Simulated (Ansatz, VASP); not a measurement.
**Au in VASP and in Ansatz**

```
Au
1.0
     2.24167   -3.79922    0.00000
     2.24167    3.79922    0.00000
     0.00000    0.00000    4.48931
Au
4
Direct
  0.15250 0.84750 0.07850
  0.65250 0.34750 0.42150
  0.84750 0.15250 0.92150
  0.34750 0.65250 0.57850
```

Alike in both runs: task single point; functional PBE; k mesh 6 × 6 × 4; occupations gaussian, width 0.1 eV; no spin polarisation.

|  | VASP | Ansatz |
| --- | --- | --- |
| version | VASP 6.6.1 | Ansatz 0.2.0 |
| potentials or method | VASP PAW PBE potentials, release 64 (Au), cutoff 520 eV | scalar-relativistic, plane waves, PAW |
| valence electrons in the cell | 44 | 76 |

|  | VASP | Ansatz | Ansatz less VASP |
| --- | --- | --- | --- |
| gap on the k mesh at the Fermi level (eV) | none | none | - |
| pressure (GPa) | 22.0 | 22.3 | +0.32 |
| traceless stress, the component that is largest in VASP (GPa) | 13.39 | 13.49 | +0.103 |
| rms of the force components (eV/Å) | 1.159 | 1.167 | +0.0078 |

Atom by atom the forces differ by 0.008 eV/Å (rms over components). A gap of «none» marks a metal or a gap that the smearing closes. VASP's potentials hold 44 valence electrons a cell and Ansatz's 76, so a difference there can come from the potentials and not from the codes.

Neither program's run includes spin-orbit coupling.
